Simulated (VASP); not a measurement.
# Zn4Se3S (P1) in VASP: relaxation of cell and atoms with PBE

Aim: the relaxation of cell and atoms of Zn4Se3S with PBE.

All numbers are computed with VASP 6.6.1; they aren't measurements. Logs are shortened: lines on timing, memory, paths and dates and some standing lists are left out, and cuts for length are marked.

## 1. The cell of the first run

The typed cell holds 8 atoms: a = 4.020 Å, b = 5.596 Å, c = 8.105 Å, α = 88.52°, β = 90.59°, γ = 90.10°.

## 2. Relaxation of cell and atoms, PBE

INCAR reads:

```
ALGO = Normal
EDIFF = 1E-7
EDIFFG = -0.025
ENCUT = 600
GGA = PE
IBRION = 2
ISIF = 3
ISMEAR = 0
LASPH = T
LCHARG = F
LREAL = F
LWAVE = F
NELM = 100
NSW = 80
PREC = Accurate
SIGMA = 0.1
```

KPOINTS reads:

```
k-points
0
Gamma
  4 4 2
```

POSCAR reads:

```
Zn4Se3S
1.0
   -4.0196689963      0.0206067766      0.0032821958
    0.0046399990     -0.0731619889     -5.5954129715
    0.0412434726     -8.1044007265     -0.1035803220
Zn Se S
4 3 1
Direct
    0.0175011141     -0.0212171183      0.2591373813
    0.5241607397      0.4769608360      0.5041363565
   -0.0151563469      0.0032875841      0.7493454383
    0.4557947225      0.5323403842      0.0058368012
    0.4691530107      0.7217588506      0.2276472392
    0.5507888321      0.7884384612      0.7756581635
   -0.0042687538      0.2415551171     -0.0094305492
    0.0020266815      0.2568758851      0.4876691692
```

Potentials or basis: VASP PAW PBE potentials, release 64 (Zn, Se, S).

Launch:

```
$ cat potpaw_PBE.64/Zn/POTCAR potpaw_PBE.64/Se/POTCAR potpaw_PBE.64/S/POTCAR > POTCAR
$ mpirun -np 1 vasp_std > vasp.out
```

OUTCAR:

```text
EDIFF = 1E-7
   EDIFFG = -0.025
   ENCUT = 600
   GGA = PE
   IBRION = 2
   ISIF = 3
   ISMEAR = 0
   LASPH = T
   LREAL = F
   NELM = 100
   NSW = 80
   PREC = Accurate

 ion  position               nearest neighbor table
   1  0.018  0.979  0.259-   5 2.34   8 2.45   7 2.60   5 2.64
   2  0.524  0.477  0.504-   8 2.29   8 2.44   5 2.60   6 2.84
   3  0.985  0.003  0.749-   6 2.13   7 2.39   8 2.52   6 2.58
   4  0.456  0.532  0.006-   5 2.11   6 2.36   7 2.47   7 2.72
   5  0.469  0.722  0.228-   4 2.11   1 2.34   2 2.60   1 2.64
   6  0.551  0.788  0.776-   3 2.13   4 2.36   3 2.58   2 2.84
   7  0.996  0.242  0.991-   3 2.39   4 2.47   1 2.60   4 2.72
   8  0.002  0.257  0.488-   2 2.29   2 2.44   1 2.45   3 2.52

  LATTYP: Found a triclinic cell.
 ALAT       =     8.1051675518
 B/A-ratio  =     0.6904105496
 C/A-ratio  =     0.4959457199
 COS(alpha) =     0.0017126449
 COS(beta)  =     0.0102248385
 COS(gamma) =     0.0258556558

  Lattice vectors:

 A1 = (   0.0412434726,  -8.1044007265,  -0.1035803220)
 A2 = (   0.0046399990,  -0.0731619889,  -5.5954129715)
 A3 = (   4.0196689963,  -0.0206067766,  -0.0032821958)

Analysis of symmetry for initial positions (statically):
=====================================================================
 Subroutine PRICEL returns:
 Original cell was already a primitive cell.

 Routine SETGRP: Setting up the symmetry group for a
 triclinic supercell.

 Subroutine GETGRP returns: Found  1 space group operations
 (whereof  1 operations were pure point group operations)
 out of a pool of  2 trial point group operations.

The static configuration has the point symmetry C_1 .

Analysis of symmetry for dynamics (positions and initial velocities):
=====================================================================
 Subroutine PRICEL returns:
 Original cell was already a primitive cell.

 Routine SETGRP: Setting up the symmetry group for a
 triclinic supercell.

 Subroutine GETGRP returns: Found  1 space group operations
 (whereof  1 operations were pure point group operations)
 out of a pool of  2 trial point group operations.

The dynamic configuration has the point symmetry C_1 .

 Subroutine INISYM returns: Found  1 space group operations
 (whereof  1 operations are pure point group operations),
 and found     1 'primitive' translations

----------------------------------------------------------------------------------------

                                     Primitive cell

  volume of cell :     182.2465

  direct lattice vectors                    reciprocal lattice vectors
    -4.019668996  0.020606777  0.003282196    -0.248783336 -0.001263638 -0.000189781
     0.004639999 -0.073161989 -5.595412972    -0.000134246  0.002283848 -0.178747792
     0.041243473 -8.104400726 -0.103580322    -0.000631361 -0.123413583  0.001613152

  length of vectors
     4.019723156  5.595893184  8.105167552     0.248786618  0.178762432  0.123425740

  position of ions in fractional coordinates (direct lattice)
     0.017501114  0.978782882  0.259137381
     0.524160740  0.476960836  0.504136356
     0.984843653  0.003287584  0.749345438
     0.455794723  0.532340384  0.005836801
     0.469153011  0.721758851  0.227647239
     0.550788832  0.788438461  0.775658163
     0.995731246  0.241555117  0.990569451
     0.002026681  0.256875885  0.487669169

  ion indices of the primitive-cell ions
   primitive index   ion index
                 1           1
                 2           2
                 3           3
                 4           4
                 5           5
                 6           6
                 7           7
                 8           8

----------------------------------------------------------------------------------------

 KPOINTS: k-points

Automatic generation of k-mesh.
 Grid dimensions read from file:
 generate k-points for:    4    4    2

 Generating k-lattice:

  Cartesian coordinates                     Fractional coordinates (reciprocal lattice)
    -0.062195834 -0.000315910 -0.000047445     0.250000000  0.000000000  0.000000000
    -0.000033561  0.000570962 -0.044686948     0.000000000  0.250000000 -0.000000000
    -0.000315680 -0.061706791  0.000806576    -0.000000000 -0.000000000  0.500000000

  Length of vectors
     0.062196654  0.044690608  0.061712870

  Shift w.r.t. Gamma in fractional coordinates (k-lattice)
     0.000000000  0.000000000  0.000000000

 Subroutine IBZKPT returns following result:
 ===========================================

 Found     20 irreducible k-points:

 Following reciprocal coordinates:
            Coordinates               Weight
  0.000000  0.000000  0.000000      1.000000
  0.250000  0.000000  0.000000      2.000000
  0.500000  0.000000  0.000000      1.000000
 -0.000000  0.250000 -0.000000      2.000000
  0.250000  0.250000  0.000000      2.000000
  0.500000  0.250000 -0.000000      2.000000
[... 12 lines left out ...]
  0.250000  0.500000  0.500000      2.000000
  0.500000  0.500000  0.500000      1.000000
   k-points           NKPTS =     20   k-points in BZ     NKDIM =     20   number of bands    NBANDS=     43
   number of dos      NEDOS =    301   number of ions     NIONS =      8
   total plane-waves  NPLWV = 107520
   dimension x,y,z NGX =    32 NGY =   48 NGZ =   70
   dimension x,y,z NGXF=    64 NGYF=   96 NGZF=  140
   ions per type =               4   3   1
   NGX,Y,Z   is equivalent  to a cutoff of  13.23, 14.26, 14.36 a.u.
   NGXF,Y,Z  is equivalent  to a cutoff of  26.47, 28.52, 28.72 a.u.
 SYSTEM =  unknown system
   PREC   = accura    normal or accurate (medium, high low for compatibility)
   ISTART =      0    job   : 0-new  1-cont  2-samecut
   ICHARG =      2    charge: 1-file 2-atom 10-const
   ISPIN  =      1    spin polarized calculation?
   LNONCOLLINEAR =      F non collinear calculations
   LSORBIT =      F    spin-orbit coupling
   LASPH  =      T    aspherical Exc in radial PAW
   ENCUT  =  600.0 eV  44.10 Ry    6.64 a.u.   8.03 11.18 16.19*2*pi/ulx,y,z
   NELM   =    100;   NELMIN=  2; NELMDL= -5     # of ELM steps
   EDIFF  = 0.1E-06   stopping-criterion for ELM
   LREAL  =      F    real-space projection
   EDIFFG = -.3E-01   stopping-criterion for IOM
   NSW    =     80    number of steps for IOM
   IBRION =      2    ionic relax: 0-MD 1-quasi-New 2-CG
   NFREE  =      1    steps in history (QN), initial steepest desc. (CG)
   ISIF   =      3    stress and relaxation
   ISYM   =      2    0-nonsym 1-usesym 2-fastsym
   POTIM  = 0.5000    time-step for ionic-motion
   TEBEG  =    0.0;   TEEND  =   0.0 temperature during run
   PSTRESS=    0.0 pullay stress
   NELECT =      72.0000    total number of electrons
   NUPDOWN=      -1.0000    fix difference up-down
   EMIN   =  10.00;   EMAX   =-10.00  energy-range for DOS
   EFERMI =   0.00;   METHOD = LEGACY
   ISMEAR =     0;   SIGMA  =   0.10  broadening in eV -4-tet -1-fermi 0-gaus
   EFERMI_NEDOS =   21; number of points for ismear=-14 and -15
   IALGO  =     38    algorithm
   IMIX   =      4    mixing-type and parameters
     AMIX     =   0.40;   BMIX     =  1.00
     AMIX_MAG =   1.60;   BMIX_MAG =  1.00
  volume/ion in A,a.u.               =      22.78       153.73
  Fermi-wavevector in a.u.,A,eV,Ry     =   1.201248  2.270029 19.633156  1.442996
  Thomas-Fermi vector in A             =   2.337062
   LORBIT       =      0    0 simple, 1 ext, 2 COOP (PROOUT), +10 PAW based schemes
   GGA     = PE    functional components
   LHFCALC =     F    Hartree Fock is set to
   AEXX    =    0.0000 exact exchange contribution
   IVDW    =     0    specifies the selected vdW correction
   LEPSILON=     F    determine dielectric tensor
   LRPA    =     F    only Hartree local field effects (RPA)
 conjugate gradient relaxation of ions
 non-spin polarized calculation
 Gauss-broadening in eV      SIGMA  =   0.10
  energy-cutoff  :      600.00
  volume of cell :      182.25
 maximum number of plane-waves:      6100
   NGX = 17   NGY = 23   NGZ = 33

--------------------------------------- Ionic step        1  -------------------------------------------

 number of electron      72.0000020 magnetization

 Free energy of the ion-electron system (eV)
  ---------------------------------------------------
  ext. energy  EPLUGINS =         0.00000000
  ---------------------------------------------------
  free energy    TOTEN  =       -22.93145185 eV

  energy without entropy =      -22.93145185  energy(sigma->0) =      -22.93145185

------------------------ aborting loop because EDIFF is reached ----------------------------------------

  FORCE on cell =-STRESS in cart. coord.  units (eV):
  Direction    XX          YY          ZZ          XY          YZ          ZX
  --------------------------------------------------------------------------------------
  -------------------------------------------------------------------------------------
  Total        4.4655863      4.5257568      4.0328807     -0.5624146      1.9361361      2.4540579
  in kB       39.2581555     39.7871300     35.4541253     -4.9443359     17.0210869     21.5742744
  external PRESSURE =      38.1664703 kB  Pullay stress =       0.0000000 kB
[... 107 lines left out ...]
  FREE ENERGIE OF THE ION-ELECTRON SYSTEM (eV)
  ---------------------------------------------------
  free  energy   TOTEN  =       -24.2994493865 eV

  energy  without entropy=      -24.2994493865  energy(sigma->0) =      -24.29944939

[... ionic steps 4 to 17 ...]

--------------------------------------- Ionic step       18  -------------------------------------------

 number of electron      71.9999990 magnetization

------------------------ aborting loop because EDIFF is reached ----------------------------------------

  FORCE on cell =-STRESS in cart. coord.  units (eV):
  Direction    XX          YY          ZZ          XY          YZ          ZX
  --------------------------------------------------------------------------------------
  -------------------------------------------------------------------------------------
  Total       -0.0995336     -0.0801645     -0.0909348      0.0058155      0.0014557     -0.0116120
  in kB       -0.8746271     -0.7044261     -0.7990673      0.0511020      0.0127920     -0.1020380
  external PRESSURE =      -0.7927069 kB  Pullay stress =       0.0000000 kB
[... 69 lines left out ...]
  energy  without entropy=      -24.8197843886  energy(sigma->0) =      -24.81978439

--------------------------------------- Ionic step       20  -------------------------------------------

 number of electron      71.9999992 magnetization

 Free energy of the ion-electron system (eV)
  ---------------------------------------------------
  ext. energy  EPLUGINS =         0.00000000
  ---------------------------------------------------
  free energy    TOTEN  =       -24.82020989 eV

  energy without entropy =      -24.82020989  energy(sigma->0) =      -24.82020989

 E-fermi :   1.9529     XC(G=0):  -9.2313

 val. band max:        1.4804174690   @ k =   0.0000   0.0000   0.0000
 cond. band min:       2.7515998686   @ k =   0.0000   0.0000   0.0000
 fundamental gap:      1.2711823996
 Fermi energy:         1.9529244751

 k-point     1 :       0.0000    0.0000    0.0000
  band No.  band energies     occupation
      1     -11.5685      2.00000
      2     -10.8329      2.00000
      3     -10.8150      2.00000
      4     -10.5351      2.00000
      5      -4.9815      2.00000
      6      -4.9749      2.00000
[... 944 lines left out ...]
  FREE ENERGIE OF THE ION-ELECTRON SYSTEM (eV)
  ---------------------------------------------------
  free  energy   TOTEN  =       -24.8202098913 eV

  energy  without entropy=      -24.8202098913  energy(sigma->0) =      -24.82020989

 reached required accuracy - stopping structural energy minimisation
```

It took 39 min on 1 thread of AMD EPYC 9R14 (Zen 4), shared host; peak memory 0.4 GiB.

What came out:

| Item | Value |
| --- | --- |
| Free energy | -24.8202 eV |
| Relaxed volume | 22.77 Å³/atom |
| Relaxed cell | a = 4.022 Å, b = 5.629 Å, c = 8.048 Å, α = 89.99°, β = 90.06°, γ = 89.97° |
| Space group after relaxing (to 0.05 Å) | Pm (No. 6) |
| Energy gained by relaxing | 236.1 meV/atom |
| Ionic steps | 20 |
| Pressure after relaxing | 0.0 GPa |
| Largest force after relaxing | 0.021 eV/Å |
| Band gap on the k mesh | 1.27 eV, direct |

Forces in eV/Å, atoms in the order of the input:
```
Zn   0.007 -0.015  0.006
Zn   0.008 -0.010  0.002
Zn   0.009  0.006 -0.015
Zn  -0.013  0.000 -0.004
Se  -0.017 -0.004  0.012
Se   0.010  0.009 -0.015
Se  -0.018  0.007  0.006
S    0.012  0.007  0.008
```

Step by step:
| step | energy change (eV) | largest force (eV/Å) | pressure (GPa) | volume (Å³) |
| --- | --- | --- | --- | --- |
| 1 | 0.0000 | 4.8419 | 3.82 | 182.25 |
| 2 | -1.3534 | 1.3042 | -3.11 | 196.87 |
| 3 | -1.3680 | 1.4135 | -2.59 | 194.44 |
| 4 | -1.7107 | 0.9176 | -0.74 | 185.38 |
| 5 | -1.7798 | 0.6315 | 1.01 | 179.54 |
| 6 | -1.8399 | 0.2901 | 0.20 | 181.52 |
| 7 | -1.8431 | 0.2807 | 0.00 | 182.11 |
| 8 | -1.8587 | 0.1789 | -0.10 | 182.34 |
| 9 | -1.8637 | 0.1914 | -0.17 | 182.56 |
| 10 | -1.8722 | 0.1269 | 0.08 | 181.82 |
| 11 | -1.8755 | 0.1417 | 0.34 | 181.06 |
| 12 | -1.8818 | 0.1138 | -0.06 | 182.24 |
| 13 | -1.8828 | 0.1009 | -0.28 | 182.95 |
| 14 | -1.8862 | 0.0760 | -0.02 | 182.18 |
| 15 | -1.8862 | 0.0809 | 0.01 | 182.05 |
| 16 | -1.8876 | 0.0347 | 0.05 | 181.94 |
| 17 | -1.8878 | 0.0375 | 0.08 | 181.87 |
| 18 | -1.8883 | 0.0302 | -0.08 | 182.33 |
| 19 | -1.8883 | 0.0304 | -0.10 | 182.40 |
| 20 | -1.8888 | 0.0211 | -0.03 | 182.19 |

Final structure:
```
CELL_PARAMETERS angstrom
-4.02187 0.00223 -0.00156
-0.00107 -0.00053 -5.62900
0.00381 -8.04763 -0.00035
ATOMIC_POSITIONS crystal
Zn 0.99928 0.00759 0.25912
Zn 0.50254 0.48243 0.49943
Zn 0.00246 0.00544 0.74085
Zn 0.49578 0.50497 0.00038
Se 0.49886 0.75075 0.25493
Se 0.50217 0.74896 0.74507
Se 0.99653 0.24921 0.99994
S 0.00237 0.25065 0.50029
```

Expect the measured gap to be larger: semilocal functionals such as PBE lack the derivative discontinuity.
